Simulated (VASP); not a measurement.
**HfO2: single point with PBE**

Crystal: HfO2.

```xyz
12
Lattice="5.1573 0.0000 -0.0019 0.0000 5.2165 0.0000 -0.8890 0.0000 5.2687" Properties=species:S:1:pos:R:3 pbc="T T T"
Hf    0.7930    2.3862    3.7306
Hf    3.0307    4.9945    4.1704
Hf    3.4752    2.8302    1.5361
Hf    1.2375    0.2220    1.0963
O     1.4450    3.8729    5.1496
O     2.3788    1.2646    2.7514
O     2.8233    1.3436    0.1171
O     1.8895    3.9519    2.5153
O     0.0429    1.7245    1.8261
O     4.6699    4.3327    0.8063
O     4.2254    3.4920    3.4407
O    -0.4016    0.8838    4.4604
```

```
Program             : VASP 6.6.1
Task                : single point
Functional          : PBE
Potentials or basis : VASP PAW PBE potentials, release 64 (Hf_pv, O)
Cutoff              : 520 eV
k mesh              : 4 × 4 × 4
Occupations         : gaussian, width 0.1 eV
Spin                : no spin polarisation
```

* Pressure: -2.9 GPa
* Largest force: 0.084 eV/Å
* Band gap on the k mesh: 3.99 eV (least direct gap 4.07 eV)

Forces on the atoms (eV/Å):
```
Hf  -0.053 -0.034 -0.056
Hf   0.053 -0.034  0.056
Hf   0.053  0.034  0.056
Hf  -0.053  0.034 -0.056
O    0.057  0.008 -0.015
O   -0.057  0.008  0.015
O   -0.057 -0.008  0.015
O    0.057 -0.008 -0.015
O    0.020  0.000  0.045
O   -0.020  0.000 -0.045
O   -0.020  0.000 -0.045
O    0.020  0.000  0.045
```

Stress tensor (GPa, compression positive):
```
-2.91  0.00 -0.26
 0.00 -3.05  0.00
-0.26  0.00 -2.81
```

Levels at points of the mesh, in eV from the valence-band top:
```tsv
k point	band 40	band 41	band 42	band 43	band 44	band 45	band 46	band 47	band 48	band 49
(0.00, 0.00, 0.00)	-1.00	-0.59	-0.56	-0.24	0.00	4.46	4.95	5.07	5.40	5.57
(0.50, 0.00, 0.00)	-0.90	-0.77	-0.60	-0.48	-0.08	3.99	4.98	5.04	5.08	5.75
(0.00, 0.50, 0.00)	-1.12	-0.83	-0.83	-0.46	-0.46	4.90	4.90	5.45	5.45	5.80
(0.50, 0.50, 0.00)	-1.43	-0.95	-0.95	-0.62	-0.62	4.65	4.65	5.11	5.11	5.95
(0.00, 0.00, 0.50)	-1.03	-0.86	-0.86	-0.51	-0.51	4.66	4.66	5.10	5.10	5.96
(0.50, 0.00, 0.50)	-1.28	-0.99	-0.99	-0.52	-0.52	4.29	4.29	5.39	5.39	5.58
(0.00, 0.50, 0.50)	-0.96	-0.92	-0.92	-0.69	-0.69	4.85	4.85	5.03	5.03	5.72
(0.50, 0.50, 0.50)	-1.20	-1.07	-1.07	-0.76	-0.76	4.45	4.45	5.13	5.13	5.56
```

Run time: 6.2 min on 1 thread of Intel Xeon 8259CL, with other jobs on the host, peak memory 0.34 GiB.

Caveat: spin-orbit coupling is left out, which moves the levels of the heavy elements. A k mesh can miss the band edges.
